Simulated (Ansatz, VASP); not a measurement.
One calculation of MoS2, two programs

```
CELL_PARAMETERS angstrom
1.57174 0.90744 5.97409
-1.57174 0.90744 5.97409
0.00000 -1.81489 5.97409
ATOMIC_POSITIONS crystal
Mo 0.00000 0.00000 0.00000
S 0.75565 0.75565 0.75565
S 0.24435 0.24435 0.24435
```

Alike in both runs: task relaxation of cell and atoms; functional PBE; dispersion D3(BJ); k mesh 15 × 15 × 15; occupations gaussian, width 0.1 eV; no spin polarisation.

|  | VASP | Ansatz |
| --- | --- | --- |
| version | VASP 6.6.1 | Ansatz 0.2.0 |
| potentials or method | VASP PAW PBE potentials, release 64 (Mo_sv, S), cutoff 600 eV | scalar-relativistic, plane waves, PAW |
| valence electrons in the cell | 26 | 26 |

Ansatz gave:

```
gap on the k mesh at the Fermi level, each at its own relaxed structure (eV)  : none
relaxed volume (Å³/atom)                                                      : 16.89
relaxed length of the cell vector where the two differ most in proportion (Å) : 6.224
```

Q: Estimate VASP's values.

A: gap on the k mesh at the Fermi level, each at its own relaxed structure (eV): none; relaxed volume (Å³/atom): 16.87; relaxed length of the cell vector where the two differ most in proportion (Å): 6.224.

A gap of «none» marks a metal or a gap that the smearing closes.
